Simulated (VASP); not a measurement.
# SiC20 in VASP: notebook

Runs on SiC20. Level: PBE+D3(BJ). Tasks: single point.

Program: VASP 6.6.1. These are calculated values, not measurements. Logs are shortened: lines on timing, memory, paths and dates and some standing lists are left out, and cuts for length are marked.

**1. The cell of the first run**

The cell holds a slab with vacuum, 21 atoms: a = 4.930 Å, b = 7.180 Å, c = 22.129 Å, α = 90.00°, β = 90.00°, γ = 99.88°.

**2. Single point, PBE+D3(BJ)**

Contents of INCAR:

```
SYSTEM = SiC20
ALGO = Normal
DIPOL = 0.5 0.5 0.306
EDIFF = 1E-7
ENCUT = 520
GGA = PE
IDIPOL = 3
ISIF = 2
ISMEAR = 0
IVDW = 12
LASPH = .TRUE.
LCHARG = .TRUE.
LDIPOL = .TRUE.
LELF = .TRUE.
LREAL = Auto
LVACPOTAV = .TRUE.
LVHAR = .TRUE.
LWAVE = .FALSE.
NBANDS = 58
NELM = 80
PREC = Accurate
SIGMA = 0.1
```

Contents of KPOINTS:

```
k-points
0
G
  6 4 1
  0 0 0
```

Contents of POSCAR:

```
SiC20
1.0
    4.9300510483      0.0000000000      0.0000000000
   -1.2325127621      7.0736882673      0.0000000000
    0.0000000000      0.0000000000     22.1293523549
C Si
20 1
Direct
    0.3858166895      0.5432667578      0.1807554029
    0.8858166895      0.5432667578      0.1807554029
    0.2722014076      0.0888056305      0.2267404590
    0.7722014076      0.0888056305      0.2267404590
    0.4009962183      0.6039848731      0.2420688497
    0.9009962183      0.6039848731      0.2420688497
    0.0297911243      0.1191644973      0.2573972018
    0.5297911243      0.1191644973      0.2573972018
    0.1585861258      0.6343445031      0.2727255152
    0.6585861258      0.6343445031      0.2727255152
    0.0461074868      0.1844301691      0.3199090572
    0.5461074868      0.1844301691      0.3199090572
    0.1537589873      0.6150359018      0.3368154657
    0.6537589873      0.6150359018      0.3368154657
    0.3084764848      0.2339064522      0.3480645378
    0.8084764848      0.2339064522      0.3480645378
    0.3880568074      0.5522270554      0.3629961795
    0.8880568074      0.5522270554      0.3629961795
    0.3445502047      0.3782016492      0.3944694004
    0.8445502047      0.3782016492      0.3944694004
    0.5945502047      0.6282016492      0.5345548376
```

Potentials or basis: VASP PAW PBE potentials, release 64 (C, Si).

On the command line:

```
> cat potpaw_PBE.64/C/POTCAR potpaw_PBE.64/Si/POTCAR > POTCAR
> mpirun -np 1 vasp_std > vasp.out
```

OUTCAR:

```text
SYSTEM = SiC20
   EDIFF = 1E-7
   ENCUT = 520
   GGA = PE
   ISIF = 2
   ISMEAR = 0
   IVDW = 12
   LASPH = .TRUE.
   LREAL = Auto
   NELM = 80
   PREC = Accurate
 IVDW          = 12

 ion  position               nearest neighbor table
   1  0.386  0.543  0.181-   5 1.42
   2  0.886  0.543  0.181-   6 1.42
   3  0.272  0.089  0.227-   8 1.42   7 1.42
   4  0.772  0.089  0.227-   7 1.42   8 1.42
   5  0.401  0.604  0.242-   1 1.42  10 1.42   9 1.42
   6  0.901  0.604  0.242-   2 1.42   9 1.42  10 1.42
   7  0.030  0.119  0.257-   4 1.42   3 1.42  11 1.46
   8  0.530  0.119  0.257-   3 1.42   4 1.42  12 1.46
   9  0.159  0.634  0.273-   6 1.42   5 1.42  13 1.42
  10  0.659  0.634  0.273-   5 1.42   6 1.42  14 1.42
  11  0.046  0.184  0.320-  15 1.42  16 1.42   7 1.46
  12  0.546  0.184  0.320-  16 1.42  15 1.42   8 1.46
  13  0.154  0.615  0.337-   9 1.42  18 1.43  17 1.43
  14  0.654  0.615  0.337-  10 1.42  17 1.43  18 1.43
  15  0.308  0.234  0.348-  11 1.42  12 1.42  19 1.45
  16  0.808  0.234  0.348-  12 1.42  11 1.42  20 1.45
  17  0.388  0.552  0.363-  19 1.41  14 1.43  13 1.43
  18  0.888  0.552  0.363-  20 1.41  13 1.43  14 1.43
  19  0.345  0.378  0.394-  17 1.41  15 1.45
  20  0.845  0.378  0.394-  18 1.41  16 1.45
  21  0.595  0.628  0.535-

  LATTYP: Found a simple monoclinic cell.
 ALAT       =     4.9300510483
 B/A-ratio  =     4.4886659668
 C/A-ratio  =     1.4564273888
 COS(beta)  =    -0.1716529104

  Lattice vectors:

 A1 = (   4.9300510483,   0.0000000000,   0.0000000000)
 A2 = (   0.0000000000,   0.0000000000, -22.1293523549)
 A3 = (  -1.2325127621,   7.0736882673,   0.0000000000)

Analysis of symmetry for initial positions (statically):
=====================================================================
 Subroutine PRICEL returns:
 Original cell was already a primitive cell.

 Routine SETGRP: Setting up the symmetry group for a
 simple monoclinic supercell.

 Subroutine GETGRP returns: Found  1 space group operations
 (whereof  1 operations were pure point group operations)
 out of a pool of  4 trial point group operations.

The static configuration has the point symmetry C_1 .

Analysis of symmetry for dynamics (positions and initial velocities):
=====================================================================
 Subroutine PRICEL returns:
 Original cell was already a primitive cell.

 Routine SETGRP: Setting up the symmetry group for a
 simple monoclinic supercell.

 Subroutine GETGRP returns: Found  1 space group operations
 (whereof  1 operations were pure point group operations)
 out of a pool of  4 trial point group operations.

The dynamic configuration has the point symmetry C_1 .

 Subroutine INISYM returns: Found  1 space group operations
 (whereof  1 operations are pure point group operations),
 and found     1 'primitive' translations

----------------------------------------------------------------------------------------

                                     Primitive cell

  volume of cell :     771.7312

  direct lattice vectors                    reciprocal lattice vectors
     4.930051048  0.000000000  0.000000000     0.202837656  0.035342242  0.000000000
    -1.232512762  7.073688267  0.000000000     0.000000000  0.141368967  0.000000000
     0.000000000  0.000000000 22.129352355     0.000000000  0.000000000  0.045188851

  length of vectors
     4.930051048  7.180261375 22.129352355     0.205893635  0.141368967  0.045188851

  position of ions in fractional coordinates (direct lattice)
     0.385816689  0.543266758  0.180755403
     0.885816689  0.543266758  0.180755403
     0.272201408  0.088805630  0.226740459
     0.772201408  0.088805630  0.226740459
     0.400996218  0.603984873  0.242068850
     0.900996218  0.603984873  0.242068850
[... 13 lines left out ...]
     0.844550205  0.378201649  0.394469400
     0.594550205  0.628201649  0.534554838

  ion indices of the primitive-cell ions
   primitive index   ion index
                 1           1
                 2           2
                 3           3
                 4           4
                 5           5
                 6           6
[... 13 lines left out ...]
                20          20
                21          21

----------------------------------------------------------------------------------------

 KPOINTS: k-points

Automatic generation of k-mesh.
 Grid dimensions read from file:
 generate k-points for:    6    4    1

 Generating k-lattice:

  Cartesian coordinates                     Fractional coordinates (reciprocal lattice)
     0.033806276  0.005890374  0.000000000     0.166666667  0.000000000  0.000000000
     0.000000000  0.035342242  0.000000000     0.000000000  0.250000000  0.000000000
     0.000000000  0.000000000  0.045188851     0.000000000  0.000000000  1.000000000

  Length of vectors
     0.034315606  0.035342242  0.045188851

  Shift w.r.t. Gamma in fractional coordinates (k-lattice)
[... 37 lines left out ...]
   LSORBIT =      F    spin-orbit coupling
   LASPH  =      T    aspherical Exc in radial PAW
   ENCUT  =  520.0 eV  38.22 Ry    6.18 a.u.   9.17 13.35 41.15*2*pi/ulx,y,z
   NELM   =     80;   NELMIN=  2; NELMDL= -5     # of ELM steps
   EDIFF  = 0.1E-06   stopping-criterion for ELM
   LREAL  =      T    real-space projection
   EDIFFG = 0.1E-05   stopping-criterion for IOM
   NSW    =      0    number of steps for IOM
   IBRION =     -1    ionic relax: 0-MD 1-quasi-New 2-CG
   NFREE  =      0    steps in history (QN), initial steepest desc. (CG)
   ISIF   =      2    stress and relaxation
   ISYM   =      2    0-nonsym 1-usesym 2-fastsym
   POTIM  = 0.5000    time-step for ionic-motion
   TEBEG  =    0.0;   TEEND  =   0.0 temperature during run
   PSTRESS=    0.0 pullay stress
   NELECT =      84.0000    total number of electrons
   NUPDOWN=      -1.0000    fix difference up-down
   EMIN   =  10.00;   EMAX   =-10.00  energy-range for DOS
   EFERMI =   0.00;   METHOD = LEGACY
   ISMEAR =     0;   SIGMA  =   0.10  broadening in eV -4-tet -1-fermi 0-gaus
   EFERMI_NEDOS =   21; number of points for ismear=-14 and -15
   IALGO  =     38    algorithm
   IMIX   =      4    mixing-type and parameters
     AMIX     =   0.40;   BMIX     =  1.00
     AMIX_MAG =   1.60;   BMIX_MAG =  1.00
  volume/ion in A,a.u.               =      36.75       248.00
  Fermi-wavevector in a.u.,A,eV,Ry     =   0.781650  1.477105  8.312852  0.610977
  Thomas-Fermi vector in A             =   1.885212
   LORBIT       =      0    0 simple, 1 ext, 2 COOP (PROOUT), +10 PAW based schemes
   GGA     = PE    functional components
   LHFCALC =     F    Hartree Fock is set to
   AEXX    =    0.0000 exact exchange contribution
   IVDW    =    12    specifies the selected vdW correction
   LEPSILON=     F    determine dielectric tensor
   LRPA    =     F    only Hartree local field effects (RPA)
 non-spin polarized calculation
 Gauss-broadening in eV      SIGMA  =   0.10
  energy-cutoff  :      520.00
  volume of cell :      771.73
 maximum number of plane-waves:     20814
 NGX is ok and might be reduce to    40
   NGX = 19   NGY = 27   NGZ = 83

 dipolmoment           0.000000      0.000000      0.213018 electrons x Angstroem

 number of electron      84.0000001 magnetization

 dipolmoment           0.000000      0.000000     -0.618233 electrons x Angstroem

 Free energy of the ion-electron system (eV)
  ---------------------------------------------------
  ext. energy  EPLUGINS =         0.00000000
  ---------------------------------------------------
  free energy    TOTEN  =      -160.64421535 eV

  energy without entropy =     -160.51827857  energy(sigma->0) =     -160.58124696

 E-fermi :  -3.1276     XC(G=0):  -3.7240

 val. band max:       -3.1324294430   @ k =  -0.3333   0.2500   0.0000
 cond. band min:      -3.1261926874   @ k =   0.0000   0.2500   0.0000
 fundamental gap:      0.0062367555
 Fermi energy:        -3.1275751979

 k-point     1 :       0.0000    0.0000    0.0000
  band No.  band energies     occupation
      1     -22.6168      2.00000
      2     -21.3992      2.00000
      3     -20.1784      2.00000
      4     -18.8037      2.00000
      5     -18.7253      2.00000
      6     -18.1413      2.00000
[... 46 lines left out ...]
     53       0.3629      0.00000
     54       0.4517      0.00000
[... 739 lines left out ...]
     53       0.5728      0.00000
     54       0.5934      0.00000
 [bands above 54 left out]

------------------------ aborting loop because EDIFF is reached ----------------------------------------

 Edisp (eV)   -2.34597

 E8    (eV) :    -0.7136

  FORCE on cell =-STRESS in cart. coord.  units (eV):
  Direction    XX          YY          ZZ          XY          YZ          ZX
  --------------------------------------------------------------------------------------
  -------------------------------------------------------------------------------------
  Total     -10.72749     0.26979    -5.91743    -0.03333    -3.59057    -0.06113
  in kB     -22.27115     0.56011   -12.28507    -0.06921    -7.45432    -0.12692
  external pressure =      -11.33 kB  Pullay stress =        0.00 kB

 VOLUME and BASIS-vectors are now :
 -----------------------------------------------------------------------------
  energy-cutoff  :      520.00
  volume of cell :      771.73
      direct lattice vectors                 reciprocal lattice vectors
     4.930051048  0.000000000  0.000000000     0.202837656  0.035342242  0.000000000
    -1.232512762  7.073688267  0.000000000     0.000000000  0.141368967  0.000000000
     0.000000000  0.000000000 22.129352355     0.000000000  0.000000000  0.045188851

 POSITION                                       TOTAL-FORCE (eV/Angst)
 -----------------------------------------------------------------------------------
      1.23251      3.84290      4.00000         0.001445      0.362300      1.457504
      3.69754      3.84290      4.00000         0.004703      0.354950      1.456614
      1.23251      0.62818      5.01762        -0.012482      0.488946      1.765068
      3.69754      0.62818      5.01762        -0.001658      0.460840      1.778552
      1.23251      4.27240      5.35683         0.004888      0.561166     -2.512428
      3.69754      4.27240      5.35683        -0.005997      0.568662     -2.508436
[... 13 lines left out ...]
      3.69754      2.67528      8.72935         0.117388      0.035906      0.289228
      2.15690      4.44370     11.82935        -0.014994     -0.255652     -0.493825
 -----------------------------------------------------------------------------------
    total drift:                               -0.037986     -0.002787      0.020057

  FREE ENERGIE OF THE ION-ELECTRON SYSTEM (eV)
  ---------------------------------------------------
  free  energy   TOTEN  =      -162.9901862670 eV

  energy  without entropy=     -162.8642494900  energy(sigma->0) =     -162.92721788

 vacuum level on the upper side and lower side of the slab         0.977         4.186
```

It took 16 min on 1 thread of AMD EPYC 9R45 (Zen 5), shared host; peak memory 0.89 GiB.

What came out:

```yaml
Free_energy: -162.9902 eV
Largest_force: 2.574 eV/Å
Band_gap_on_the_k_mesh: zero (bands 42 and 43 overlap by 0.04 eV)
Dispersion_energy_per_atom: -0.112 eV
```

Forces in eV/Å, atoms in the order of the input:
```
C    0.001  0.362  1.458
C    0.005  0.355  1.457
C   -0.012  0.489  1.765
C   -0.002  0.461  1.779
C    0.005  0.561 -2.512
C   -0.006  0.569 -2.508
C   -0.009 -0.761 -1.643
C    0.007 -0.778 -1.596
C   -0.002 -0.639  0.756
C    0.004 -0.614  0.789
C    0.015  0.026  0.042
C   -0.004  0.029 -0.024
C    0.000 -0.005 -0.033
C   -0.010  0.015 -0.073
C    0.044 -0.199 -0.017
C   -0.047 -0.124  0.004
C    0.032  0.278  0.055
C   -0.032  0.150  0.042
C   -0.091  0.046  0.466
C    0.117  0.036  0.289
Si  -0.015 -0.256 -0.494
```

Levels at points of the mesh, in eV from the Fermi level:
| k point | band 40 | band 41 | band 42 | band 43 | band 44 | band 45 |
| --- | --- | --- | --- | --- | --- | --- |
| (0.00, 0.00, 0.00) | -0.82 | -0.35 | -0.09 | 0.03 | 0.10 | 0.58 |
| (0.50, 0.00, 0.00) | -0.31 | -0.11 | -0.08 | 0.12 | 0.24 | 0.40 |
| (0.00, 0.50, 0.00) | -0.82 | -0.35 | -0.16 | -0.02 | 0.09 | 0.59 |
| (0.50, 0.50, 0.00) | -0.30 | -0.07 | -0.04 | 0.10 | 0.22 | 0.40 |

**3. Single point, PBE+D3(BJ)**

Contents of INCAR:

```
SYSTEM = SiC20
PREC = Accurate ; ENCUT = 520
EDIFF = 1E-7 ; ISMEAR = 0
SIGMA = 0.1 ; LREAL = Auto
LASPH = .TRUE. ; NELM = 100
ALGO = Normal ; ISIF = 2
LWAVE = .FALSE. ; LCHARG = .TRUE.
LDIPOL = .TRUE. ; IDIPOL = 3
DIPOL = 0.5 0.5 0.306 ; GGA = PE
IVDW = 12 ; LELF = .TRUE.
LVHAR = .TRUE. ; LVACPOTAV = .TRUE.
NBANDS = 58
```

Contents of KPOINTS:

```
Automatic mesh
0
G
  6 4 1
  0 0 0
```

Edit POSCAR of step 2 so:

```diff
@@ -28,2 +28,2 @@
     0.8445502047      0.3782016492      0.3944694004
-    0.5945502047      0.6282016492      0.5345548376
+    0.7195502047      0.3782016492      0.5345548376
```

Potentials or basis: VASP PAW PBE potentials, release 64 (C, Si).

On the command line:

```
> cat potpaw_PBE.64/C/POTCAR potpaw_PBE.64/Si/POTCAR > POTCAR
> mpirun -np 1 vasp_std > vasp.out
```

It took 14 min on 1 thread of AMD EPYC 9R45 (Zen 5), shared host; peak memory 0.89 GiB.

It converged, with:

```yaml
Free_energy: -163.4503 eV
Largest_force: 2.488 eV/Å
Band_gap_on_the_k_mesh: zero (bands 42 and 43 overlap by 0.06 eV)
Dispersion_energy_per_atom: -0.112 eV
```

Forces in eV/Å, atoms in the order of the input:
```
C    0.003  0.332  1.382
C    0.004  0.319  1.364
C    0.070  0.591  1.707
C   -0.073  0.541  1.720
C   -0.006  0.563 -2.423
C   -0.005  0.601 -2.375
C   -0.020 -0.862 -1.591
C    0.008 -0.854 -1.480
C    0.010 -0.606  0.664
C    0.000 -0.569  0.690
C   -0.079 -0.011 -0.028
C    0.071  0.000 -0.034
C   -0.095 -0.102 -0.002
C    0.077 -0.036 -0.024
C    0.085 -0.076  0.088
C   -0.058 -0.307 -0.101
C    0.104  0.123  0.159
C   -0.065  0.517 -0.037
C   -0.218 -0.002  0.251
C    0.140 -0.133  1.309
Si   0.047 -0.031 -1.241
```

Levels at points of the mesh, in eV from the Fermi level:
| k point | band 39 | band 40 | band 41 | band 42 | band 43 | band 44 | band 45 | band 46 |
| --- | --- | --- | --- | --- | --- | --- | --- | --- |
| (0.00, 0.00, 0.00) | -1.08 | -0.82 | -0.36 | -0.06 | 0.04 | 0.19 | 0.55 | 0.61 |
| (0.50, 0.00, 0.00) | -1.57 | -0.28 | -0.14 | -0.07 | 0.15 | 0.34 | 0.36 | 0.53 |
| (0.00, 0.50, 0.00) | -1.08 | -0.82 | -0.36 | -0.17 | -0.05 | 0.28 | 0.56 | 0.61 |
| (0.50, 0.50, 0.00) | -1.56 | -0.27 | -0.10 | -0.02 | 0.09 | 0.35 | 0.36 | 0.53 |

**4. Single point, PBE+D3(BJ)**

Contents of INCAR:

```
PREC = Accurate ; ENCUT = 520
EDIFF = 1E-6 ; ISMEAR = 0
SIGMA = 0.1 ; LREAL = Auto
LASPH = True ; NELM = 80
ALGO = Normal ; ISIF = 2
LWAVE = False ; LCHARG = True
LDIPOL = True ; IDIPOL = 3
DIPOL = 0.5 0.5 0.306 ; GGA = PE
IVDW = 12 ; LELF = True
LVHAR = True ; LVACPOTAV = True
NBANDS = 58
```

Contents of KPOINTS:

```
Automatic mesh
0
Gamma
  6 4 1
```

Edit POSCAR of step 3 so:

```diff
@@ -28,2 +28,2 @@
     0.8445502047      0.3782016492      0.3944694004
-    0.7195502047      0.3782016492      0.5345548376
+    0.7195502047      0.6282016492      0.5345548376
```

On the command line:

```
> cat potpaw_PBE.64/C/POTCAR potpaw_PBE.64/Si/POTCAR > POTCAR
> mpirun -np 1 vasp_std > vasp.out
```

Wall time 14 min (1 thread of Intel Xeon 6975P-C (Granite Rapids), shared host); peak memory 0.9 GiB.

It converged, with:

* Free energy: -162.9902 eV
* Largest force: 2.575 eV/Å
* Band gap on the k mesh: zero (bands 42 and 43 overlap by 0.04 eV)
* Dispersion energy per atom: -0.112 eV

Forces in eV/Å, atoms in the order of the input:
```
C    0.002  0.355  1.455
C    0.005  0.362  1.459
C   -0.008  0.466  1.779
C    0.001  0.484  1.765
C    0.002  0.570 -2.507
C   -0.009  0.560 -2.513
C    0.005 -0.761 -1.644
C   -0.013 -0.778 -1.595
C    0.005 -0.639  0.756
C    0.000 -0.615  0.789
C   -0.009  0.025  0.042
C    0.010  0.029 -0.024
C   -0.010 -0.005 -0.034
C   -0.002  0.015 -0.073
C    0.048 -0.123  0.005
C   -0.043 -0.200 -0.018
C    0.035  0.150  0.041
C   -0.029  0.277  0.056
C   -0.109  0.035  0.288
C    0.100  0.047  0.467
Si   0.019 -0.256 -0.494
```

Levels at points of the mesh, in eV from the Fermi level:
```
           k point  band 39  band 40  band 41  band 42  band 43  band 44  band 45  band 46
(0.00, 0.00, 0.00)    -1.06    -0.82    -0.35    -0.09     0.03     0.10     0.59     0.61
(0.50, 0.00, 0.00)    -1.44    -0.31    -0.11    -0.08     0.13     0.24     0.40     0.43
(0.00, 0.50, 0.00)    -1.06    -0.82    -0.35    -0.16    -0.02     0.09     0.58     0.71
(0.50, 0.50, 0.00)    -1.41    -0.30    -0.07    -0.04     0.10     0.22     0.40     0.43
```

**5. Single point, PBE+D3(BJ)**

Contents of INCAR:

```
PREC = Accurate ; ENCUT = 520
EDIFF = 1E-6 ; ISMEAR = 0
SIGMA = 0.1 ; LREAL = Auto
LASPH = T ; NELM = 100
ALGO = Normal ; ISIF = 2
LWAVE = F ; LCHARG = F
LDIPOL = T ; IDIPOL = 3
DIPOL = 0.5 0.5 0.306 ; GGA = PE
IVDW = 12 ; NBANDS = 58
```

KPOINTS is that of step 4.

Edit POSCAR of step 4 so:

```diff
@@ -28,2 +28,2 @@
     0.8445502047      0.3782016492      0.3944694004
-    0.7195502047      0.6282016492      0.5345548376
+    0.7195502047      1.1282016492      0.5345548376
```

On the command line:

```
> cat potpaw_PBE.64/C/POTCAR potpaw_PBE.64/Si/POTCAR > POTCAR
> mpirun -np 1 vasp_std > vasp.out
```

Run time: 14 min. Hardware: 1 thread of Intel Xeon 6975P-C (Granite Rapids), shared host; peak memory 0.91 GiB.

It converged, with:

| Property | Result |
| --- | --- |
| Free energy | -163.0267 eV |
| Largest force | 2.554 eV/Å |
| Band gap on the k mesh | zero (bands 42 and 43 overlap by 0.09 eV) |
| Dispersion energy per atom | -0.111 eV |

Forces on the atoms (eV/Å):
```
C    0.002  0.360  1.437
C    0.005  0.339  1.404
C    0.016  0.535  1.795
C   -0.024  0.511  1.802
C   -0.002  0.554 -2.494
C   -0.006  0.580 -2.426
C   -0.016 -0.815 -1.643
C    0.008 -0.815 -1.621
C    0.008 -0.627  0.731
C   -0.002 -0.617  0.726
C   -0.043 -0.017 -0.017
C    0.043 -0.010 -0.008
C   -0.064 -0.052 -0.003
C    0.050 -0.035 -0.012
C    0.011 -0.005  0.024
C   -0.001 -0.142 -0.142
C    0.035  0.051  0.127
C   -0.027  0.318  0.060
C   -0.049 -0.067  0.102
C    0.038 -0.355  0.681
Si   0.015  0.310 -0.523
```

Levels at points of the mesh, in eV from the Fermi level:
```
           k point  band 40  band 41  band 42  band 43  band 44  band 45
(0.00, 0.00, 0.00)    -0.80    -0.35    -0.02    -0.02     0.09     0.65
(0.50, 0.00, 0.00)    -0.28    -0.12    -0.09     0.15     0.27     0.41
(0.00, 0.50, 0.00)    -0.80    -0.35    -0.12    -0.07     0.12     0.66
(0.50, 0.50, 0.00)    -0.28    -0.08    -0.04     0.12     0.28     0.41
```

**6. Summary**

| cell | gap on the mesh (eV) | largest force (eV/Å) |
| --- | --- | --- |
| as given, atomic positions A | none | 2.57 |
| as given, atomic positions B | none | 2.49 |
| as given, atomic positions C | none | 2.57 |
| as given, atomic positions D | none | 2.55 |

Alike in all rows: task single point; level PBE+D3(BJ); potentials or basis VASP PAW PBE potentials, release 64 (C, Si); no spin polarisation; k mesh 6 × 4 × 1; cutoff (eV) 520; smearing gaussian 0.1 eV.

Total energies depend on the potentials used, so only differences within one code and one set of settings carry meaning.
